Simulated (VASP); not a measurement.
# Te2Mo in VASP: notebook

The runs below take Te2Mo through single point, with PBE+D3(BJ).

Everything below comes from runs of VASP 6.6.1. Logs are shortened: lines on timing, memory, paths and dates and some standing lists are left out, and cuts for length are marked.

### Step 1. The cell of the first run

The cell holds a slab with vacuum, 3 atoms: a = 3.784 Å, b = 3.784 Å, c = 33.270 Å, α = 90.00°, β = 90.00°, γ = 120.00°.

### Step 2. Single point, PBE+D3(BJ)

File INCAR:

```
PREC = Accurate
ENCUT = 520
EDIFF = 1E-6
ISMEAR = 0
SIGMA = 0.02
LREAL = F
LASPH = T
NELM = 100
ALGO = Normal
ISIF = 2
LWAVE = F
LCHARG = F
LDIPOL = T
IDIPOL = 3
DIPOL = 0.5 0.5 0.500
GGA = PE
IVDW = 12
NBANDS = 20
```

File KPOINTS:

```
regular mesh
0
Gamma
  9 9 1
```

File POSCAR:

```
Te2Mo
1.0
    3.7840000000      0.0000000000      0.0000000000
   -1.8920000000      3.2770401279      0.0000000000
    0.0000000000      0.0000000000     33.2698832047
Te Mo
2 1
Direct
    0.3333333333      0.6666666667      0.4453860421
    0.3333333333      0.6666666667      0.5546139579
    0.6666666667      0.3333333333      0.5000000000
```

Potentials or basis: VASP PAW PBE potentials, release 64 (Te, Mo_sv).

Launch:

```console
$ cat potpaw_PBE.64/Te/POTCAR potpaw_PBE.64/Mo_sv/POTCAR > POTCAR
$ mpirun -np 1 vasp_std > vasp.out
```

OUTCAR:

```text
PREC = Accurate
   ENCUT = 520
   EDIFF = 1E-6
   ISMEAR = 0
   LREAL = F
   LASPH = T
   NELM = 100
   ISIF = 2
   GGA = PE
   IVDW = 12
 IVDW          = 12

 ion  position               nearest neighbor table
   1  0.333  0.667  0.445-   3 2.84   3 2.84   3 2.84   2 3.63
   2  0.333  0.667  0.555-   3 2.84   3 2.84   3 2.84   1 3.63
   3  0.667  0.333  0.500-   1 2.84   2 2.84   1 2.84   2 2.84   1 2.84   2 2.84

  LATTYP: Found a hexagonal cell.
 ALAT       =     3.7840000000
 C/A-ratio  =     8.7922524325

  Lattice vectors:

 A1 = (   3.7840000000,   0.0000000000,   0.0000000000)
 A2 = (  -1.8920000000,   3.2770401279,   0.0000000000)
 A3 = (   0.0000000000,   0.0000000000,  33.2698832047)

Analysis of symmetry for initial positions (statically):
=====================================================================
 Subroutine PRICEL returns:
 Original cell was already a primitive cell.

 Routine SETGRP: Setting up the symmetry group for a
 hexagonal supercell.

 Subroutine GETGRP returns: Found 12 space group operations
 (whereof 12 operations were pure point group operations)
 out of a pool of 24 trial point group operations.

The static configuration has the point symmetry D_3h.

Analysis of symmetry for dynamics (positions and initial velocities):
=====================================================================
 Subroutine PRICEL returns:
 Original cell was already a primitive cell.

 Routine SETGRP: Setting up the symmetry group for a
 hexagonal supercell.

 Subroutine GETGRP returns: Found 12 space group operations
 (whereof 12 operations were pure point group operations)
 out of a pool of 24 trial point group operations.

The dynamic configuration has the point symmetry D_3h.

 Subroutine INISYM returns: Found 12 space group operations
 (whereof 12 operations are pure point group operations),
 and found     1 'primitive' translations

----------------------------------------------------------------------------------------

                                     Primitive cell

  volume of cell :     412.5572

  direct lattice vectors                    reciprocal lattice vectors
     3.784000000  0.000000000  0.000000000     0.264270613  0.152576710  0.000000000
    -1.892000000  3.277040128  0.000000000     0.000000000  0.305153419  0.000000000
     0.000000000  0.000000000 33.269883205     0.000000000  0.000000000  0.030057214

  length of vectors
     3.784000000  3.784000000 33.269883205     0.305153419  0.305153419  0.030057214

  position of ions in fractional coordinates (direct lattice)
     0.333333333  0.666666667  0.445386042
     0.333333333  0.666666667  0.554613958
     0.666666667  0.333333333  0.500000000

  ion indices of the primitive-cell ions
   primitive index   ion index
                 1           1
                 2           2
                 3           3

----------------------------------------------------------------------------------------

 KPOINTS: regular mesh

Automatic generation of k-mesh.
 Grid dimensions read from file:
 generate k-points for:    9    9    1

 Generating k-lattice:

  Cartesian coordinates                     Fractional coordinates (reciprocal lattice)
     0.029363401  0.016952968  0.000000000     0.111111111  0.000000000  0.000000000
     0.000000000  0.033905935  0.000000000     0.000000000  0.111111111  0.000000000
     0.000000000  0.000000000  0.030057214     0.000000000  0.000000000  1.000000000

  Length of vectors
     0.033905935  0.033905935  0.030057214

  Shift w.r.t. Gamma in fractional coordinates (k-lattice)
     0.000000000  0.000000000  0.000000000

 Subroutine IBZKPT returns following result:
 ===========================================

 Found     12 irreducible k-points:

 Following reciprocal coordinates:
            Coordinates               Weight
  0.000000  0.000000  0.000000      1.000000
  0.111111 -0.000000  0.000000      6.000000
  0.222222  0.000000  0.000000      6.000000
  0.333333  0.000000  0.000000      6.000000
  0.444444  0.000000  0.000000      6.000000
  0.111111  0.111111  0.000000      6.000000
  0.222222  0.111111  0.000000     12.000000
  0.333333  0.111111  0.000000     12.000000
  0.444444  0.111111  0.000000      6.000000
  0.222222  0.222222  0.000000      6.000000
  0.333333  0.222222  0.000000     12.000000
  0.333333  0.333333  0.000000      2.000000
   k-points           NKPTS =     12   k-points in BZ     NKDIM =     12   number of bands    NBANDS=     20
   number of dos      NEDOS =    301   number of ions     NIONS =      3
   total plane-waves  NPLWV = 196000
   dimension x,y,z NGX =    28 NGY =   28 NGZ =  250
   dimension x,y,z NGXF=    56 NGYF=   56 NGZF=  500
   ions per type =               2   1
   NGX,Y,Z   is equivalent  to a cutoff of  12.30, 12.30, 12.49 a.u.
   NGXF,Y,Z  is equivalent  to a cutoff of  24.60, 24.60, 24.98 a.u.
 SYSTEM =  unknown system
   PREC   = accura    normal or accurate (medium, high low for compatibility)
   ISTART =      0    job   : 0-new  1-cont  2-samecut
   ICHARG =      2    charge: 1-file 2-atom 10-const
   ISPIN  =      1    spin polarized calculation?
   LNONCOLLINEAR =      F non collinear calculations
   LSORBIT =      F    spin-orbit coupling
   LASPH  =      T    aspherical Exc in radial PAW
   ENCUT  =  520.0 eV  38.22 Ry    6.18 a.u.   7.04  7.04 61.86*2*pi/ulx,y,z
   NELM   =    100;   NELMIN=  2; NELMDL= -5     # of ELM steps
   EDIFF  = 0.1E-05   stopping-criterion for ELM
   LREAL  =      F    real-space projection
   EDIFFG = 0.1E-04   stopping-criterion for IOM
   NSW    =      0    number of steps for IOM
   IBRION =     -1    ionic relax: 0-MD 1-quasi-New 2-CG
   NFREE  =      0    steps in history (QN), initial steepest desc. (CG)
   ISIF   =      2    stress and relaxation
   ISYM   =      2    0-nonsym 1-usesym 2-fastsym
   POTIM  = 0.5000    time-step for ionic-motion
   TEBEG  =    0.0;   TEEND  =   0.0 temperature during run
   PSTRESS=    0.0 pullay stress
   NELECT =      26.0000    total number of electrons
   NUPDOWN=      -1.0000    fix difference up-down
   EMIN   =  10.00;   EMAX   =-10.00  energy-range for DOS
   EFERMI =   0.00;   METHOD = LEGACY
   ISMEAR =     0;   SIGMA  =   0.02  broadening in eV -4-tet -1-fermi 0-gaus
   EFERMI_NEDOS =   21; number of points for ismear=-14 and -15
   IALGO  =     38    algorithm
   IMIX   =      4    mixing-type and parameters
     AMIX     =   0.40;   BMIX     =  1.00
     AMIX_MAG =   1.60;   BMIX_MAG =  1.00
  volume/ion in A,a.u.               =     137.52       928.02
  Fermi-wavevector in a.u.,A,eV,Ry     =   0.651485  1.231129  5.774761  0.424433
  Thomas-Fermi vector in A             =   1.721100
   LORBIT       =      0    0 simple, 1 ext, 2 COOP (PROOUT), +10 PAW based schemes
   GGA     = PE    functional components
   LHFCALC =     F    Hartree Fock is set to
   AEXX    =    0.0000 exact exchange contribution
   IVDW    =    12    specifies the selected vdW correction
   LEPSILON=     F    determine dielectric tensor
   LRPA    =     F    only Hartree local field effects (RPA)
 non-spin polarized calculation
 Gauss-broadening in eV      SIGMA  =   0.02
  energy-cutoff  :      520.00
  volume of cell :      412.56
 maximum number of plane-waves:     11147
   NGX = 15   NGY = 15   NGZ =123

 dipolmoment           0.000000      0.000000      0.000000 electrons x Angstroem

 number of electron      26.0000002 magnetization

 dipolmoment           0.000000      0.000000     -0.000000 electrons x Angstroem

 Free energy of the ion-electron system (eV)
  ---------------------------------------------------
  ext. energy  EPLUGINS =         0.00000000
  ---------------------------------------------------
  free energy    TOTEN  =       -17.68090601 eV

  energy without entropy =      -17.68090601  energy(sigma->0) =      -17.68090601

 E-fermi :  -2.4208     XC(G=0):  -2.3977

 val. band max:       -2.6614972018   @ k =   0.3333   0.3333   0.0000
 cond. band min:      -1.9171681489   @ k =   0.3333   0.3333   0.0000
 fundamental gap:      0.7443290529
 Fermi energy:        -2.4208462813

 k-point     1 :       0.0000    0.0000    0.0000
  band No.  band energies     occupation
      1     -63.5166      2.00000
      2     -37.5666      2.00000
      3     -37.5666      2.00000
      4     -37.5507      2.00000
      5     -14.4430      2.00000
      6     -13.6001      2.00000
[... 12 lines left out ...]
     19       1.9879      0.00000
     20       2.3568      0.00000

 k-point     2 :       0.1111   -0.0000    0.0000
  band No.  band energies     occupation
      1     -63.5162      2.00000
      2     -37.5729      2.00000
      3     -37.5681      2.00000
      4     -37.5494      2.00000
      5     -14.3193      2.00000
      6     -13.5156      2.00000
[... 12 lines left out ...]
     19       2.1681      0.00000
     20       2.5552      0.00000

 k-point     3 :       0.2222    0.0000    0.0000
  band No.  band energies     occupation
      1     -63.5153      2.00000
      2     -37.5887      2.00000
      3     -37.5719      2.00000
      4     -37.5461      2.00000
      5     -13.9772      2.00000
      6     -13.2839      2.00000
[... 12 lines left out ...]
     19       2.6655      0.00000
     20       3.0729      0.00000

 k-point     4 :       0.3333    0.0000    0.0000
  band No.  band energies     occupation
      1     -63.5142      2.00000
      2     -37.6067      2.00000
      3     -37.5762      2.00000
      4     -37.5424      2.00000
      5     -13.5190      2.00000
      6     -12.9801      2.00000
[... 153 lines left out ...]
 k-point    11 :       0.3333    0.2222    0.0000
  band No.  band energies     occupation
      1     -63.5133      2.00000
      2     -37.6122      2.00000
      3     -37.5916      2.00000
      4     -37.5389      2.00000
      5     -13.0123      2.00000
      6     -12.6445      2.00000
[... 12 lines left out ...]
     19       3.3132      0.00000
     20       4.2356      0.00000

 k-point    12 :       0.3333    0.3333    0.0000
  band No.  band energies     occupation
      1     -63.5131      2.00000
      2     -37.6075      2.00000
      3     -37.6001      2.00000
      4     -37.5383      2.00000
      5     -12.9121      2.00000
      6     -12.5763      2.00000
[... 12 lines left out ...]
     19       2.3808      0.00000
     20       4.6009      0.00000

------------------------ aborting loop because EDIFF is reached ----------------------------------------

 vacuum level on the upper side and lower side of the slab       (xc-potential included)        -0.106        -0.106

 Edisp (eV)   -1.17905

 E8    (eV) :    -0.5770

  FORCE on cell =-STRESS in cart. coord.  units (eV):
  Direction    XX          YY          ZZ          XY          YZ          ZX
  --------------------------------------------------------------------------------------
  -------------------------------------------------------------------------------------
  Total      -6.28602    -6.28602    -3.99602     0.00000     0.00000     0.00000
  in kB     -24.41195   -24.41195   -15.51866     0.00000     0.00000     0.00000
  external pressure =      -21.45 kB  Pullay stress =        0.00 kB

 VOLUME and BASIS-vectors are now :
 -----------------------------------------------------------------------------
  energy-cutoff  :      520.00
  volume of cell :      412.56
      direct lattice vectors                 reciprocal lattice vectors
     3.784000000  0.000000000  0.000000000     0.264270613  0.152576710  0.000000000
    -1.892000000  3.277040128  0.000000000     0.000000000  0.305153419  0.000000000
     0.000000000  0.000000000 33.269883205     0.000000000  0.000000000  0.030057214

 POSITION                                       TOTAL-FORCE (eV/Angst)
 -----------------------------------------------------------------------------------
     -0.00000      2.18469     14.81794         0.000000     -0.000000      1.096754
     -0.00000      2.18469     18.45194         0.000000     -0.000000     -1.096754
      1.89200      1.09235     16.63494        -0.000000      0.000000      0.000000
 -----------------------------------------------------------------------------------
    total drift:                               -0.000000      0.000000      0.000000

  FREE ENERGIE OF THE ION-ELECTRON SYSTEM (eV)
  ---------------------------------------------------
  free  energy   TOTEN  =       -18.8599593092 eV

  energy  without entropy=      -18.8599593092  energy(sigma->0) =      -18.85995931

 vacuum level on the upper side and lower side of the slab         2.292         2.292
```

Wall time 85 s (1 thread of Intel Xeon 6975P-C (Granite Rapids), shared host); peak memory 0.5 GiB.

What came out:

```yaml
Free_energy: -18.8600 eV
Largest_force: 1.097 eV/Å
Band_gap_on_the_k_mesh: 0.74 eV, direct
Dispersion_energy_per_atom: -0.393 eV
```

Forces in eV/Å, atoms in the order of the input:
```
Te   0.000  0.000  1.097
Te   0.000  0.000 -1.097
Mo   0.000  0.000  0.000
```

Levels at points of the mesh, in eV from the valence-band top:
```tsv
k point	band 10	band 11	band 12	band 13	band 14	band 15	band 16	band 17
(0.00, 0.00, 0.00)	-1.17	-0.93	-0.93	-0.07	2.44	2.44	2.65	2.65
```

Caveat: spin-orbit coupling is left out, which moves the levels of the heavy elements.

[end of part 1 of 2]
